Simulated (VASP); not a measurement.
# Ta5Ti3 (P4/mmm) in VASP: notebook, part 2 of 2

VASP 6.6.1.

### Step 3. Single point, PBE

This run uses another cell than the first one, of 17.92 Å³/atom, 1.002 times its volume.

Contents of INCAR:

```
SYSTEM = Ta5Ti3
PREC = Accurate
ENCUT = 520
EDIFF = 1E-6
ISMEAR = 0
SIGMA = 0.2
LREAL = .FALSE.
LASPH = .TRUE.
NELM = 60
ALGO = Fast
ISIF = 2
LWAVE = .FALSE.
LCHARG = .FALSE.
GGA = PE
NBANDS = 56
```

Contents of KPOINTS:

```
Automatic mesh
0
G
  6 6 2
  0 0 0
```

Contents of POSCAR:

```
Ta5Ti3
1.0
    3.3047927418      0.0000000000      0.0000000000
    0.0000000000      3.3047927418      0.0000000000
    0.0000000000      0.0000000000     13.1247209830
Ti Ta
3 5
Direct
    0.5000000000      0.5000000000      0.6242318144
    0.5000000000      0.5000000000      0.3757681856
    0.0000000000      0.0000000000      0.5000000000
    0.0000000000      0.0000000000      0.7466345770
    1.0000000000      0.0000000000      0.2533654230
    0.0000000000      0.0000000000      0.0000000000
    0.5000000000      0.5000000000      0.8720156584
    0.5000000000      0.5000000000      0.1279843416
```

Potentials or basis: VASP PAW PBE potentials, release 64 (Ti_sv, Ta_pv).

Launch:

```sh
> cat potpaw_PBE.64/Ti_sv/POTCAR potpaw_PBE.64/Ta_pv/POTCAR > POTCAR
> mpirun -np 1 vasp_std > vasp.out
```

OUTCAR:

```text
SYSTEM = Ta5Ti3
   PREC = Accurate
   ENCUT = 520
   EDIFF = 1E-6
   ISMEAR = 0
   LREAL = .FALSE.
   LASPH = .TRUE.
   NELM = 60
   ISIF = 2
   GGA = PE

 ion  position               nearest neighbor table
   1  0.500  0.500  0.624-   4 2.84   4 2.84   4 2.84   4 2.84   3 2.85   3 2.85   3 2.85   3 2.85
                             7 3.25
   2  0.500  0.500  0.376-   5 2.84   5 2.84   5 2.84   5 2.84   3 2.85   3 2.85   3 2.85   3 2.85
                             8 3.25
   3  0.000  0.000  0.500-   1 2.85   2 2.85   1 2.85   2 2.85   1 2.85   2 2.85   1 2.85   2 2.85
                             4 3.24   5 3.24
   4  0.000  0.000  0.747-   1 2.84   1 2.84   1 2.84   1 2.84   7 2.86   7 2.86   7 2.86   7 2.86
                             3 3.24   6 3.33
   5  0.000  0.000  0.253-   2 2.84   2 2.84   2 2.84   2 2.84   8 2.86   8 2.86   8 2.86   8 2.86
                             3 3.24   6 3.33
   6  0.000  0.000  0.000-   7 2.88   8 2.88   7 2.88   8 2.88   7 2.88   8 2.88   7 2.88   8 2.88
                             4 3.33   5 3.33
   7  0.500  0.500  0.872-   4 2.86   4 2.86   4 2.86   4 2.86   6 2.88   6 2.88   6 2.88   6 2.88
                             1 3.25   8 3.36
   8  0.500  0.500  0.128-   5 2.86   5 2.86   5 2.86   5 2.86   6 2.88   6 2.88   6 2.88   6 2.88
                             2 3.25   7 3.36

  LATTYP: Found a simple tetragonal cell.
 ALAT       =     3.3047927418
 C/A-ratio  =     3.9714203003

  Lattice vectors:

 A1 = (   3.3047927418,   0.0000000000,   0.0000000000)
 A2 = (   0.0000000000,   3.3047927418,   0.0000000000)
 A3 = (   0.0000000000,   0.0000000000,  13.1247209830)

Analysis of symmetry for initial positions (statically):
=====================================================================
 Subroutine PRICEL returns:
 Original cell was already a primitive cell.

 Routine SETGRP: Setting up the symmetry group for a
 simple tetragonal supercell.

 Subroutine GETGRP returns: Found 16 space group operations
 (whereof 16 operations were pure point group operations)
 out of a pool of 16 trial point group operations.

[... 146 lines left out ...]
   GGA     = PE    functional components
   LHFCALC =     F    Hartree Fock is set to
   AEXX    =    0.0000 exact exchange contribution
   IVDW    =     0    specifies the selected vdW correction
   LEPSILON=     F    determine dielectric tensor
   LRPA    =     F    only Hartree local field effects (RPA)
 non-spin polarized calculation
 RMM-DIIS sequential band-by-band and
 Gauss-broadening in eV      SIGMA  =   0.20
  energy-cutoff  :      520.00
  volume of cell :      143.34
 maximum number of plane-waves:      3904
 NGX is ok and might be reduce to    28
   NGX = 13   NGY = 13   NGZ = 49

 number of electron      90.9999990 magnetization

 Free energy of the ion-electron system (eV)
  ---------------------------------------------------
  ext. energy  EPLUGINS =         0.00000000
  ---------------------------------------------------
  free energy    TOTEN  =       -82.25721371 eV

  energy without entropy =      -81.97956414  energy(sigma->0) =      -82.11838893

 E-fermi :   6.3774     XC(G=0): -12.1691

 val. band max:        6.3595805127   @ k =   0.1667   0.0000   0.5000
 cond. band min:       6.3809745649   @ k =   0.3333   0.0000   0.0000
 fundamental gap:      0.0213940522
 Fermi energy:         6.3774009879

 k-point     1 :       0.0000    0.0000    0.0000
  band No.  band energies     occupation
      1     -50.1638      2.00000
      2     -49.9403      2.00000
      3     -49.9216      2.00000
      4     -27.5736      2.00000
      5     -27.5283      2.00000
      6     -27.5149      2.00000
[... 1169 lines left out ...]
     55       9.4828      0.00000
     56       9.5009      0.00000

------------------------ aborting loop because EDIFF is reached ----------------------------------------

  FORCE on cell =-STRESS in cart. coord.  units (eV):
  Direction    XX          YY          ZZ          XY          YZ          ZX
  --------------------------------------------------------------------------------------
  -------------------------------------------------------------------------------------
  Total        0.1792686      0.1792686     -0.6315877      0.0000000     -0.0000000      0.0000000
  in kB        2.0037169      2.0037169     -7.0593662      0.0000000     -0.0000000      0.0000000
  external PRESSURE =      -1.0173108 kB  Pullay stress =       0.0000000 kB

 VOLUME and BASIS-vectors are now :
 -----------------------------------------------------------------------------
  energy-cutoff  :      520.00
  volume of cell :      143.34
      direct lattice vectors                 reciprocal lattice vectors
     3.304792742  0.000000000  0.000000000     0.302590836  0.000000000  0.000000000
     0.000000000  3.304792742  0.000000000     0.000000000  0.302590836  0.000000000
     0.000000000  0.000000000 13.124720983     0.000000000  0.000000000  0.076192096

 POSITION                                       TOTAL-FORCE (eV/Angst)
 -----------------------------------------------------------------------------------
      1.65240      1.65240      8.19287         0.000000     -0.000000      0.007068
      1.65240      1.65240      4.93185        -0.000000     -0.000000     -0.007068
      0.00000      0.00000      6.56236         0.000000      0.000000      0.000000
      0.00000      0.00000      9.79937         0.000000      0.000000      0.042745
      0.00000      0.00000      3.32535        -0.000000      0.000000     -0.042745
      0.00000      0.00000      0.00000         0.000000      0.000000      0.000000
      1.65240      1.65240     11.44496         0.000000     -0.000000      0.007644
      1.65240      1.65240      1.67976         0.000000     -0.000000     -0.007644
 -----------------------------------------------------------------------------------
    total drift:                                0.000000      0.000000      0.000000

  FREE ENERGIE OF THE ION-ELECTRON SYSTEM (eV)
  ---------------------------------------------------
  free  energy   TOTEN  =       -82.2572137126 eV

  energy  without entropy=      -81.9795641447  energy(sigma->0) =      -82.11838893
```

OSZICAR:

```text
N       E                     dE             d eps       ncg     rms          rms(c)
DAV:   1     0.116226852838E+04    0.11623E+04   -0.47439E+04  2256   0.184E+03
DAV:   2     0.281537939485E+02   -0.11341E+04   -0.11096E+04  2240   0.575E+02
DAV:   3    -0.764932377283E+02   -0.10465E+03   -0.98443E+02  3256   0.147E+02
[... 28 lines left out ...]
RMM:  32    -0.822572092438E+02   -0.21357E-05   -0.24669E-05  2415   0.117E-02    0.596E-03
RMM:  33    -0.822572108338E+02   -0.15900E-05   -0.18483E-05  2334   0.105E-02    0.595E-03
RMM:  34    -0.822572120573E+02   -0.12235E-05   -0.14208E-05  2193   0.953E-03    0.622E-03
RMM:  35    -0.822572130059E+02   -0.94869E-06   -0.11279E-05  2148   0.877E-03    0.638E-03
RMM:  36    -0.822572137126E+02   -0.70662E-06   -0.87708E-06  2097   0.812E-03
   1 F= -.82257214E+02 E0= -.82118389E+02  d E =-.277650E+00
```

stdout:

```text
POSCAR found type information on POSCAR TiTa
 POSCAR found :  2 types and       8 ions
 scaLAPACK will be used
 LDA part: xc-table for (Slater+PW92), standard interpolation
 POSCAR, INCAR and KPOINTS ok, starting setup
 FFT: planning ... GRIDC
 FFT: planning ... GRID_SOFT
 FFT: planning ... GRID
 WAVECAR not read
 entering main loop
WARNING in EDDRMM: call to ZHEGV failed, returncode =   8  4     26
WARNING in EDDRMM: call to ZHEGV failed, returncode =   6  3     30
WARNING in EDDRMM: call to ZHEGV failed, returncode =   8  4     41
WARNING in EDDRMM: call to ZHEGV failed, returncode =   6  3     27
WARNING in EDDRMM: call to ZHEGV failed, returncode =   6  3     43
WARNING in EDDRMM: call to ZHEGV failed, returncode =   8  4     22
WARNING in EDDRMM: call to ZHEGV failed, returncode =   6  3     49
WARNING in EDDRMM: call to ZHEGV failed, returncode =   8  4     52
WARNING in EDDRMM: call to ZHEGV failed, returncode =   8  4     24
WARNING in EDDRMM: call to ZHEGV failed, returncode =   8  4     27
WARNING in EDDRMM: call to ZHEGV failed, returncode =   6  3     53
```

Wall time 5.5 min (1 thread of AMD EPYC 9R45 (Zen 5), shared host); peak memory 0.3 GiB.

What came out:

- Free energy: -82.2572 eV
- Pressure: -0.1 GPa
- Largest force: 0.043 eV/Å

Forces in eV/Å, atoms in the order of the input:
```
Ti   0.000  0.000  0.007
Ti   0.000  0.000 -0.007
Ti   0.000  0.000  0.000
Ta   0.000  0.000  0.043
Ta   0.000  0.000 -0.043
Ta   0.000  0.000  0.000
Ta   0.000  0.000  0.008
Ta   0.000  0.000 -0.008
```

Caveat: spin-orbit coupling is left out, which moves the levels of the heavy elements.
